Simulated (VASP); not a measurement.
## MgCd2S3: single point with PBE

The system is MgCd2S3.

```xyz
12
Lattice="4.1473 -0.0001 0.0000 -2.0737 3.5917 -0.0001 0.0002 -0.0004 20.1810" Properties=species:S:1:pos:R:3 pbc="T T T"
Mg    2.0730    1.1957   10.1371
Mg    2.0740    1.1972   16.7786
Cd    0.0006    2.3943   20.1312
Cd   -0.0002    2.3949    6.8539
Cd    0.0003    2.3940   13.4982
Cd    2.0735    1.1974    3.3971
S    -0.0002    2.3944    2.5199
S    -0.0005    2.3931    9.4213
S     0.0004    2.3945   16.0623
S     2.0732    1.1975    5.9690
S     2.0739    1.1966   12.6078
S     2.0743    1.1971   19.2491
```

```yaml
Program: VASP 6.6.1
Task: single point
Functional: PBE
Potentials_or_basis: VASP PAW PBE potentials, release 64 (Mg, Cd, S)
Cutoff: 520 eV
k_mesh: 6 × 6 × 1
Occupations: gaussian, width 0.1 eV
Spin: no spin polarisation
```

- Pressure: 0.2 GPa
- Largest force: 0.049 eV/Å
- Band gap on the k mesh: 1.53 eV

Forces on the atoms (eV/Å):
```
Mg   0.001  0.001 -0.002
Mg   0.000  0.000 -0.005
Cd   0.000  0.001  0.008
Cd  -0.001 -0.001 -0.001
Cd   0.000 -0.001 -0.015
Cd  -0.001 -0.001  0.013
S    0.001  0.002 -0.010
S    0.000  0.000  0.040
S    0.000  0.000  0.049
S    0.001  0.000 -0.012
S    0.000  0.001 -0.030
S   -0.001 -0.001 -0.035
```

Levels at points of the mesh, in eV from the valence-band top:
```csv
k point,band 40,band 41,band 42,band 43,band 44,band 45,band 46,band 47,band 48,band 49
"(0.00, 0.00, 0.00)",-0.22,-0.22,-0.20,0.00,0.00,1.53,2.59,2.68,3.04,3.60
"(0.50, 0.00, 0.00)",-1.12,-1.04,-0.98,-0.98,-0.72,3.25,3.45,3.80,3.94,4.25
"(0.00, 0.50, 0.00)",-1.12,-1.04,-0.98,-0.98,-0.72,3.25,3.45,3.80,3.94,4.25
"(0.50, 0.50, 0.00)",-1.12,-1.04,-0.98,-0.98,-0.72,3.25,3.45,3.80,3.94,4.25
```

It took 4 min on 1 thread of AMD EPYC 9R45 96-Core Processor (Zen 5) (shared host), peak memory 0.52 GiB.
